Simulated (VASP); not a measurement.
# KTaO3 (P4/mmm) in VASP: further runs

Runs on KTaO3. Level: PBE. Tasks: single point.

Everything below comes from runs of VASP 6.6.1. Logs are shortened: lines on timing, memory, paths and dates and some standing lists are left out, and cuts for length are marked.

## 1. The cell of the first run

It takes space group P4/mmm (No. 123, tetragonal). Conventional cell: a = 4.299 Å, b = 4.299 Å, c = 3.810 Å, α = 90.00°, β = 90.00°, γ = 90.00°. Within 3.8 Å of K (site symmetry 4/mmm) lie 12 O at 2.87 to 3.04 Å and 8 Ta at 3.59 Å. Ta (site symmetry 4/mmm) has 6 O at 1.91 to 2.15 Å within 2.5 Å. Within 2.8 Å of O (site symmetry mmm) lie 2 Ta at 2.15 Å. Within 2.5 Å of O (site symmetry 4/mmm) lie 2 Ta at 1.91 Å.

## 2. Single point, PBE (volume 14.083 Å^3 an atom, c/a of the conventional cell 0.8864)

INCAR

```
PREC = Accurate ; ENCUT = 520
EDIFF = 1E-7 ; ISMEAR = 0
SIGMA = 0.05 ; LREAL = False
LASPH = True ; NELM = 60
ALGO = Normal ; ISIF = 2
LWAVE = False ; LCHARG = True
GGA = PE ; LELF = True
LVHAR = True ; NBANDS = 27
```

KPOINTS

```
regular mesh
0
Gamma
  8 8 8
```

POSCAR

```
KTaO3
1.0
    4.2987792651      0.0000000000      0.0000000000
    0.0000000000      4.2987792651      0.0000000000
    0.0000000000      0.0000000000      3.8104379405
K Ta O
1 1 3
Direct
    0.5000000000      0.5000000000      0.5000000000
    0.0000000000      0.0000000000      0.0000000000
    0.5000000000      0.0000000000      0.0000000000
    0.0000000000      0.5000000000      0.0000000000
    0.0000000000      0.0000000000      0.5000000000
```

Potentials or basis: VASP PAW PBE potentials, release 64 (K_sv, Ta_pv, O).

Launch:

```sh
> cat potpaw_PBE.64/K_sv/POTCAR potpaw_PBE.64/Ta_pv/POTCAR potpaw_PBE.64/O/POTCAR > POTCAR
> mpirun -np 1 vasp_std > vasp.out
```

OUTCAR:

```text
PREC = Accurate
   ENCUT = 520
   EDIFF = 1E-7
   ISMEAR = 0
   LREAL = False
   LASPH = True
   NELM = 60
   ISIF = 2
   GGA = PE

 ion  position               nearest neighbor table
   1  0.500  0.500  0.500-   3 2.87   4 2.87   3 2.87   4 2.87   3 2.87   3 2.87   4 2.87   4 2.87
                             2 3.59   2 3.59   2 3.59   2 3.59   2 3.59   2 3.59   2 3.59   2 3.59
   2  0.000  0.000  0.000-   5 1.91   5 1.91   3 2.15   4 2.15   4 2.15   3 2.15   1 3.59   1 3.59
                             1 3.59   1 3.59   1 3.59   1 3.59   1 3.59   1 3.59
   3  0.500  0.000  0.000-   2 2.15   2 2.15   1 2.87   1 2.87   1 2.87   1 2.87
   4  0.000  0.500  0.000-   2 2.15   2 2.15   1 2.87   1 2.87   1 2.87   1 2.87
   5  0.000  0.000  0.500-   2 1.91   2 1.91

  LATTYP: Found a simple tetragonal cell.
 ALAT       =     4.2987792651
 C/A-ratio  =     0.8864000000

  Lattice vectors:

 A1 = (   4.2987792651,   0.0000000000,   0.0000000000)
 A2 = (   0.0000000000,   4.2987792651,   0.0000000000)
 A3 = (   0.0000000000,   0.0000000000,   3.8104379405)

Analysis of symmetry for initial positions (statically):
=====================================================================
 Subroutine PRICEL returns:
 Original cell was already a primitive cell.

 Routine SETGRP: Setting up the symmetry group for a
 simple tetragonal supercell.

 Subroutine GETGRP returns: Found 16 space group operations
 (whereof 16 operations were pure point group operations)
 out of a pool of 16 trial point group operations.

The static configuration has the point symmetry D_4h.

Analysis of symmetry for dynamics (positions and initial velocities):
=====================================================================
 Subroutine PRICEL returns:
 Original cell was already a primitive cell.

 Routine SETGRP: Setting up the symmetry group for a
 simple tetragonal supercell.

 Subroutine GETGRP returns: Found 16 space group operations
 (whereof 16 operations were pure point group operations)
 out of a pool of 16 trial point group operations.

The dynamic configuration has the point symmetry D_4h.

 Subroutine INISYM returns: Found 16 space group operations
 (whereof 16 operations are pure point group operations),
 and found     1 'primitive' translations

----------------------------------------------------------------------------------------

                                     Primitive cell

  volume of cell :      70.4150

  direct lattice vectors                    reciprocal lattice vectors
     4.298779265  0.000000000  0.000000000     0.232624180  0.000000000  0.000000000
     0.000000000  4.298779265  0.000000000     0.000000000  0.232624180  0.000000000
     0.000000000  0.000000000  3.810437940     0.000000000  0.000000000  0.262437026

  length of vectors
     4.298779265  4.298779265  3.810437940     0.232624180  0.232624180  0.262437026

  position of ions in fractional coordinates (direct lattice)
     0.500000000  0.500000000  0.500000000
     0.000000000  0.000000000  0.000000000
     0.500000000  0.000000000  0.000000000
     0.000000000  0.500000000  0.000000000
     0.000000000  0.000000000  0.500000000

  ion indices of the primitive-cell ions
   primitive index   ion index
                 1           1
                 2           2
                 3           3
                 4           4
                 5           5

----------------------------------------------------------------------------------------

 KPOINTS: regular mesh

Automatic generation of k-mesh.
 Grid dimensions read from file:
 generate k-points for:    8    8    8

 Generating k-lattice:

  Cartesian coordinates                     Fractional coordinates (reciprocal lattice)
     0.029078022  0.000000000  0.000000000     0.125000000  0.000000000  0.000000000
     0.000000000  0.029078022  0.000000000     0.000000000  0.125000000  0.000000000
     0.000000000  0.000000000  0.032804628     0.000000000  0.000000000  0.125000000

  Length of vectors
     0.029078022  0.029078022  0.032804628

  Shift w.r.t. Gamma in fractional coordinates (k-lattice)
     0.000000000  0.000000000  0.000000000

 Subroutine IBZKPT returns following result:
 ===========================================

 Found     75 irreducible k-points:

 Following reciprocal coordinates:
            Coordinates               Weight
  0.000000  0.000000  0.000000      1.000000
  0.125000  0.000000  0.000000      4.000000
  0.250000  0.000000  0.000000      4.000000
  0.375000  0.000000  0.000000      4.000000
  0.500000  0.000000  0.000000      2.000000
  0.125000  0.125000  0.000000      4.000000
[... 16 lines left out ...]
  0.375000  0.125000  0.125000     16.000000
  0.500000  0.125000  0.125000      8.000000
 [... further k-points ...]
   k-points           NKPTS =     75   k-points in BZ     NKDIM =     75   number of bands    NBANDS=     27
   number of dos      NEDOS =    301   number of ions     NIONS =      5
   total plane-waves  NPLWV =  28672
   dimension x,y,z NGX =    32 NGY =   32 NGZ =   28
   dimension x,y,z NGXF=    64 NGYF=   64 NGZF=   56
   ions per type =               1   1   3
   NGX,Y,Z   is equivalent  to a cutoff of  12.38, 12.38, 12.22 a.u.
   NGXF,Y,Z  is equivalent  to a cutoff of  24.75, 24.75, 24.43 a.u.
 SYSTEM =  unknown system
   PREC   = accura    normal or accurate (medium, high low for compatibility)
   ISTART =      0    job   : 0-new  1-cont  2-samecut
   ICHARG =      2    charge: 1-file 2-atom 10-const
   ISPIN  =      1    spin polarized calculation?
   LNONCOLLINEAR =      F non collinear calculations
   LSORBIT =      F    spin-orbit coupling
   LASPH  =      T    aspherical Exc in radial PAW
   ENCUT  =  520.0 eV  38.22 Ry    6.18 a.u.   7.99  7.99  7.08*2*pi/ulx,y,z
   NELM   =     60;   NELMIN=  2; NELMDL= -5     # of ELM steps
   EDIFF  = 0.1E-06   stopping-criterion for ELM
   LREAL  =      F    real-space projection
   EDIFFG = 0.1E-05   stopping-criterion for IOM
   NSW    =      0    number of steps for IOM
   IBRION =     -1    ionic relax: 0-MD 1-quasi-New 2-CG
   NFREE  =      0    steps in history (QN), initial steepest desc. (CG)
   ISIF   =      2    stress and relaxation
   ISYM   =      2    0-nonsym 1-usesym 2-fastsym
   POTIM  = 0.5000    time-step for ionic-motion
   TEBEG  =    0.0;   TEEND  =   0.0 temperature during run
   PSTRESS=    0.0 pullay stress
   NELECT =      38.0000    total number of electrons
   NUPDOWN=      -1.0000    fix difference up-down
   EMIN   =  10.00;   EMAX   =-10.00  energy-range for DOS
   EFERMI =   0.00;   METHOD = LEGACY
   ISMEAR =     0;   SIGMA  =   0.05  broadening in eV -4-tet -1-fermi 0-gaus
   EFERMI_NEDOS =   21; number of points for ismear=-14 and -15
   IALGO  =     38    algorithm
   IMIX   =      4    mixing-type and parameters
     AMIX     =   0.40;   BMIX     =  1.00
     AMIX_MAG =   1.60;   BMIX_MAG =  1.00
  volume/ion in A,a.u.               =      14.08        95.04
  Fermi-wavevector in a.u.,A,eV,Ry     =   1.332849  2.518719 24.170568  1.776487
  Thomas-Fermi vector in A             =   2.461752
   LORBIT       =      0    0 simple, 1 ext, 2 COOP (PROOUT), +10 PAW based schemes
   GGA     = PE    functional components
   LHFCALC =     F    Hartree Fock is set to
   AEXX    =    0.0000 exact exchange contribution
   IVDW    =     0    specifies the selected vdW correction
   LEPSILON=     F    determine dielectric tensor
   LRPA    =     F    only Hartree local field effects (RPA)
 non-spin polarized calculation
 Gauss-broadening in eV      SIGMA  =   0.05
  energy-cutoff  :      520.00
  volume of cell :       70.42
 maximum number of plane-waves:      1916
 NGX is ok and might be reduce to    32
   NGX = 15   NGY = 15   NGZ = 15

 number of electron      37.9999984 magnetization

 Free energy of the ion-electron system (eV)
  ---------------------------------------------------
  ext. energy  EPLUGINS =         0.00000000
  ---------------------------------------------------
  free energy    TOTEN  =       -40.26228759 eV

  energy without entropy =      -40.26228759  energy(sigma->0) =      -40.26228759

 E-fermi :   1.5103     XC(G=0): -10.3363

 val. band max:        1.2344356083   @ k =   0.5000   0.5000   0.5000
 cond. band min:       2.9355539103   @ k =   0.0000   0.0000   0.0000
 fundamental gap:      1.7011183020
 Fermi energy:         1.5103071369

 k-point     1 :       0.0000    0.0000    0.0000
  band No.  band energies     occupation
      1     -33.5963      2.00000
      2     -33.4388      2.00000
      3     -33.4388      2.00000
      4     -26.2695      2.00000
      5     -16.9840      2.00000
      6     -15.2151      2.00000
[... 19 lines left out ...]
     26       8.9453      0.00000
     27       9.5412      0.00000

 k-point     2 :       0.1250    0.0000    0.0000
  band No.  band energies     occupation
      1     -33.5961      2.00000
      2     -33.4433      2.00000
      3     -33.4387      2.00000
      4     -26.2678      2.00000
      5     -16.9825      2.00000
      6     -15.1773      2.00000
[... 19 lines left out ...]
     26       9.0905      0.00000
     27       9.6892      0.00000

 k-point     3 :       0.2500    0.0000    0.0000
  band No.  band energies     occupation
      1     -33.5958      2.00000
      2     -33.4541      2.00000
      3     -33.4383      2.00000
      4     -26.2638      2.00000
      5     -16.9800      2.00000
      6     -15.1254      2.00000
[... 19 lines left out ...]
     26       9.4665      0.00000
     27      10.0778      0.00000

 k-point     4 :       0.3750    0.0000    0.0000
  band No.  band energies     occupation
      1     -33.5954      2.00000
      2     -33.4648      2.00000
      3     -33.4379      2.00000
      4     -26.2597      2.00000
      5     -16.9788      2.00000
      6     -15.1121      2.00000
[... 19 lines left out ...]
     26       9.9112      0.00000
     27      10.5339      0.00000
[... 516 lines left out ...]
      4     -26.2588      2.00000
      5     -16.7673      2.00000
      6     -15.0587      2.00000
[... 19 lines left out ...]
     26       9.8186      0.00000
     27      10.3772      0.00000

 k-point    23 :       0.3750    0.1250    0.1250
  band No.  band energies     occupation
      1     -33.6181      2.00000
      2     -33.4636      2.00000
      3     -33.4414      2.00000
      4     -26.2553      2.00000
      5     -16.7635      2.00000
      6     -15.0311      2.00000
[... 19 lines left out ...]
     26      10.2122      0.00000
     27      10.7139      0.00000

 k-point    24 :       0.5000    0.1250    0.1250
  band No.  band energies     occupation
      1     -33.6179      2.00000
      2     -33.4680      2.00000
      3     -33.4413      2.00000
      4     -26.2538      2.00000
      5     -16.7622      2.00000
      6     -15.0277      2.00000
[... 19 lines left out ...]
     26      10.4635      0.00000
     27      10.7032      0.00000

 [... further k-points ...]
[... 5 lines left out ...]
  --------------------------------------------------------------------------------------
  -------------------------------------------------------------------------------------
  Total       -8.7103635     -8.7103635      7.8384584      0.0000000     -0.0000000      0.0000000
  in kB     -198.1899739   -198.1899739    178.3512083      0.0000000     -0.0000000      0.0000000
  external PRESSURE =     -72.6762465 kB  Pullay stress =       0.0000000 kB

 VOLUME and BASIS-vectors are now :
 -----------------------------------------------------------------------------
  energy-cutoff  :      520.00
  volume of cell :       70.42
      direct lattice vectors                 reciprocal lattice vectors
     4.298779265  0.000000000  0.000000000     0.232624180  0.000000000  0.000000000
     0.000000000  4.298779265  0.000000000     0.000000000  0.232624180  0.000000000
     0.000000000  0.000000000  3.810437940     0.000000000  0.000000000  0.262437026

 POSITION                                       TOTAL-FORCE (eV/Angst)
 -----------------------------------------------------------------------------------
      2.14939      2.14939      1.90522         0.000000      0.000000      0.000000
      0.00000      0.00000      0.00000         0.000000      0.000000      0.000000
      2.14939      0.00000      0.00000         0.000000      0.000000      0.000000
      0.00000      2.14939      0.00000         0.000000      0.000000      0.000000
      0.00000      0.00000      1.90522         0.000000      0.000000      0.000000
 -----------------------------------------------------------------------------------
    total drift:                                0.000000      0.000000     -0.000000

  FREE ENERGIE OF THE ION-ELECTRON SYSTEM (eV)
  ---------------------------------------------------
  free  energy   TOTEN  =       -40.2622875873 eV

  energy  without entropy=      -40.2622875873  energy(sigma->0) =      -40.26228759
```

Run time: 48 s. Hardware: 1 thread of Intel Xeon 6975P-C (Granite Rapids), shared host; peak memory 0.27 GiB.

Results:

- Free energy: -40.2623 eV
- Pressure: -7.3 GPa
- Band gap on the k mesh: 1.70 eV, indirect (least direct gap 2.27 eV)

Levels at points of the mesh, in eV from the valence-band top:
| k point | band 17 | band 18 | band 19 | band 20 | band 21 | band 22 |
| --- | --- | --- | --- | --- | --- | --- |
| (0.00, 0.00, 0.00) | -0.60 | -0.57 | -0.57 | 1.70 | 1.86 | 1.86 |
| (0.50, 0.00, 0.00) | -1.29 | -1.13 | -0.70 | 1.93 | 3.79 | 3.80 |
| (0.50, 0.50, 0.00) | -1.92 | -1.92 | -0.07 | 3.82 | 3.82 | 4.75 |
| (0.00, 0.00, 0.50) | -1.19 | -0.76 | -0.76 | 1.92 | 4.78 | 5.24 |
| (0.50, 0.00, 0.50) | -1.11 | -1.03 | -0.25 | 3.86 | 5.25 | 5.42 |
| (0.50, 0.50, 0.50) | -0.16 | -0.16 | 0.00 | 4.87 | 6.00 | 6.00 |

Caveat: spin-orbit coupling is left out, which moves the levels of the heavy elements. A k mesh can miss the band edges.

## 3. Single point, PBE (volume 14.083 Å^3 an atom, c/a of the conventional cell 1.0621)

INCAR

```
ALGO = Normal ; EDIFF = 1E-6
ENCUT = 520 ; GGA = PE
ISIF = 2 ; ISMEAR = 0
LASPH = T ; LCHARG = F
LREAL = F ; LWAVE = F
NBANDS = 27 ; NELM = 100
PREC = Accurate ; SIGMA = 0.05
```

KPOINTS

```
k-points
0
Gamma
  8 8 8
```

Changes to POSCAR since step 2:

```diff
@@ -2,5 +2,5 @@
 1.0
-    4.2987792651      0.0000000000      0.0000000000
-    0.0000000000      4.2987792651      0.0000000000
-    0.0000000000      0.0000000000      3.8104379405
+    4.0473111327      0.0000000000      0.0000000000
+    0.0000000000      4.0473111327      0.0000000000
+    0.0000000000      0.0000000000      4.2986491540
 K Ta O
```

Potentials or basis: VASP PAW PBE potentials, release 64 (K_sv, Ta_pv, O).

Launch:

```sh
> cat potpaw_PBE.64/K_sv/POTCAR potpaw_PBE.64/Ta_pv/POTCAR potpaw_PBE.64/O/POTCAR > POTCAR
> mpirun -np 1 vasp_std > vasp.out
```

Wall time 47 s (1 thread of Intel Xeon 6975P-C (Granite Rapids), shared host); peak memory 0.27 GiB.

It converged, with:

```yaml
Free_energy: -40.7515 eV
Pressure: -10.8 GPa
Band_gap_on_the_k_mesh: 1.86 eV, indirect (least direct gap 2.40 eV)
```

Stress tensor (GPa, compression positive):
```
 -6.30   0.00   0.00
  0.00  -6.30   0.00
  0.00   0.00 -19.83
```

Levels at points of the mesh, in eV from the valence-band top:
| k point | band 16 | band 17 | band 18 | band 19 | band 20 | band 21 | band 22 | band 23 |
| --- | --- | --- | --- | --- | --- | --- | --- | --- |
| (0.00, 0.00, 0.00) | -0.96 | -0.70 | -0.54 | -0.54 | 1.86 | 1.86 | 1.93 | 4.84 |
| (0.50, 0.00, 0.00) | -1.98 | -1.19 | -0.89 | -0.70 | 2.00 | 4.52 | 4.53 | 5.15 |
| (0.50, 0.50, 0.00) | -1.70 | -0.97 | -0.97 | -0.14 | 4.55 | 4.55 | 5.50 | 5.78 |
| (0.00, 0.00, 0.50) | -1.76 | -1.45 | -0.97 | -0.97 | 2.01 | 3.88 | 3.88 | 6.03 |
| (0.50, 0.00, 0.50) | -1.92 | -1.57 | -1.56 | -0.06 | 3.92 | 4.54 | 5.32 | 6.77 |
| (0.50, 0.50, 0.50) | -3.49 | -0.12 | 0.00 | 0.00 | 5.41 | 5.41 | 5.85 | 8.43 |

Caveat: spin-orbit coupling is left out, which moves the levels of the heavy elements.

## 4. Single point, PBE (volume 13.040 Å^3 an atom, c/a of the conventional cell 1.1282)

INCAR

```
SYSTEM = KTaO3
PREC = Accurate
ENCUT = 520
EDIFF = 1E-7
ISMEAR = 0
SIGMA = 0.05
LREAL = .FALSE.
LASPH = .TRUE.
NELM = 60
ALGO = Normal
ISIF = 2
LWAVE = .FALSE.
LCHARG = .TRUE.
GGA = PE
LELF = .TRUE.
LVHAR = .TRUE.
NBANDS = 27
```

KPOINTS

```
regular mesh
0
G
  8 8 8
  0 0 0
```

Changes to POSCAR since step 3:

```diff
@@ -2,5 +2,5 @@
 1.0
-    4.0473111327      0.0000000000      0.0000000000
-    0.0000000000      4.0473111327      0.0000000000
-    0.0000000000      0.0000000000      4.2986491540
+    3.8662304994      0.0000000000      0.0000000000
+    0.0000000000      3.8662304994      0.0000000000
+    0.0000000000      0.0000000000      4.3618812494
 K Ta O
```

Launch:

```sh
> cat potpaw_PBE.64/K_sv/POTCAR potpaw_PBE.64/Ta_pv/POTCAR potpaw_PBE.64/O/POTCAR > POTCAR
> mpirun -np 1 vasp_std > vasp.out
```

Run time: 59 s. Hardware: 1 thread of Intel Xeon 6975P-C (Granite Rapids), shared host; peak memory 0.26 GiB.

The run converged. Its results:

```
Free energy            : -40.4490 eV
Pressure               : 5.6 GPa
Band gap on the k mesh : 1.93 eV, indirect (least direct gap 2.31 eV)
```

Stress tensor (GPa, compression positive):
```
 17.76   0.00   0.00
  0.00  17.76   0.00
  0.00   0.00 -18.67
```

Levels at points of the mesh, in eV from the valence-band top:
| k point | band 17 | band 18 | band 19 | band 20 | band 21 | band 22 |
| --- | --- | --- | --- | --- | --- | --- |
| (0.00, 0.00, 0.00) | -0.75 | -0.38 | -0.38 | 1.93 | 1.93 | 2.06 |
| (0.50, 0.00, 0.00) | -1.24 | -0.94 | -0.65 | 2.12 | 5.12 | 5.21 |
| (0.50, 0.50, 0.00) | -0.75 | -0.75 | -0.29 | 5.26 | 5.26 | 5.44 |
| (0.00, 0.00, 0.50) | -1.46 | -1.13 | -1.13 | 2.13 | 3.83 | 3.83 |
| (0.50, 0.00, 0.50) | -1.84 | -1.81 | -0.18 | 3.88 | 5.24 | 5.84 |
| (0.50, 0.50, 0.50) | -0.27 | 0.00 | 0.00 | 5.97 | 5.97 | 6.84 |

Caveat: spin-orbit coupling is left out, which moves the levels of the heavy elements.

## 5. Overview

```tsv
cell	gap on the mesh (eV)	pressure (GPa)
a = 4.299, b = 4.299, c = 3.810 Å, 5 atoms	1.70	-7.3
a = 4.047, b = 4.047, c = 4.299 Å, 5 atoms	1.86	-10.8
a = 3.866, b = 3.866, c = 4.362 Å, 5 atoms	1.93	5.6
```

Alike in all rows: task single point; level PBE; potentials or basis VASP PAW PBE potentials, release 64 (K_sv, Ta_pv, O); no spin polarisation; k mesh 8 × 8 × 8; cutoff (eV) 520; smearing gaussian 0.05 eV.

Caveats: spin-orbit coupling is left out, which moves the levels of the heavy elements.

Absolute energies hang on the potentials; compare differences alone.
